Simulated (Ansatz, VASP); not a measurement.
**Be in VASP and in Ansatz**

```
CELL_PARAMETERS angstrom
0.00000 2.18069 2.18069
2.18069 0.00000 2.18069
2.18069 2.18069 0.00000
ATOMIC_POSITIONS crystal
Be 0.00000 0.00000 0.00000
```

Alike in both runs: task single point; functional PBE; k mesh 16 × 16 × 16; occupations gaussian, width 0.1 eV; no spin polarisation.

|  | VASP | Ansatz |
| --- | --- | --- |
| version | VASP 6.6.1 | Ansatz 0.2.0 |
| potentials or method | VASP PAW PBE potentials, release 64 (Be), cutoff 520 eV | scalar-relativistic, plane waves, PAW |
| valence electrons in the cell | 2 | 2 |

```csv
,VASP,Ansatz,Ansatz less VASP
gap on the k mesh at the Fermi level (eV),none,none,-
pressure (GPa),-20.5,-20.5,0.00
```

A gap of «none» marks a metal or a gap that the smearing closes.
